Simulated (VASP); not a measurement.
The system is Al.

```
CELL_PARAMETERS angstrom
2.64526 0.00000 0.00000
0.00000 2.64526 0.00000
0.00000 0.00000 2.64526
ATOMIC_POSITIONS crystal
Al 0.00000 0.00000 0.00000
```

| Quantity | Value |
| --- | --- |
| Program | VASP 6.6.1 |
| Task | relaxation of cell and atoms |
| Functional | PBE |
| Potentials or basis | VASP PAW PBE potentials, release 64 (Al) |
| Cutoff | 600 eV |
| k mesh | 15 × 15 × 15 |
| Occupations | fermi-dirac, width 0.05 eV |
| Spin | no spin polarisation |

At the start: pressure 5.9 GPa; volume 18.51 Å³/atom.

**Question.** Where does the relaxation end?

**Answer.** Over 3 steps the energy falls by 27.9 meV/atom and the volume is 20.15 Å³/atom (+8.8 %); space group Pm-3m (No. 221, to 0.05 Å).

Step by step:
| step | energy change (eV) | largest force (eV/Å) | pressure (GPa) | volume (Å³) |
| --- | --- | --- | --- | --- |
| 1 | 0.0000 | 0.0000 | 5.87 | 18.51 |
| 2 | -0.0274 | 0.0000 | -0.65 | 20.39 |
| 3 | -0.0279 | 0.0000 | 0.02 | 20.15 |

Final structure:
```
Al
1.0
     2.72102    0.00000    0.00000
     0.00000    2.72102    0.00000
     0.00000    0.00000    2.72102
Al
1
Direct
  0.00000 0.00000 0.00000
```
